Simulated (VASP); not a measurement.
Input of a VASP 6.6.1 run:

The input INCAR:

```
ALGO = Normal ; EDIFF = 1E-6
EDIFFG = -0.01 ; ENCUT = 600
GGA = RP ; IBRION = 2
ISIF = 3 ; ISMEAR = -1
LASPH = True ; LCHARG = False
LREAL = False ; LWAVE = False
NELM = 80 ; NSW = 80
PREC = Accurate ; SIGMA = 0.1
```

Contents of KPOINTS:

```
k-points
0
Gamma
  11 11 11
```

POSCAR

```
Te
1.0
   -1.9317963558      1.9317963558      1.9317963558
    1.9317963558     -1.9317963558      1.9317963558
    1.9317963558      1.9317963558     -1.9317963558
Te
1
Direct
    0.0000000000      0.0000000000      0.0000000000
```

Potentials or basis: VASP PAW PBE potentials, release 64 (Te).

Run with:

```bash
$ cat potpaw_PBE.64/Te/POTCAR > POTCAR
$ mpirun -np 1 vasp_std > vasp.out
```

(1) Estimate the relaxed volume.

(2) Estimate the space group after relaxing (to 0.1 Å).

(3) Estimate the band gap on the k mesh.

(4) What does it give for the relaxed cell?

Results:

(1) 29.18 Å³/atom.

(2) Im-3m (No. 229).

(3) zero (bands 3 and 4 overlap by 5.64 eV).

(4) a = 3.359 Å, b = 3.359 Å, c = 3.359 Å, α = 109.47°, β = 109.47°, γ = 109.47°.

Caveat: the PAW data sets were made with another functional, which shifts forces and pressure a little; spin-orbit coupling is left out, which moves the levels of the heavy elements.
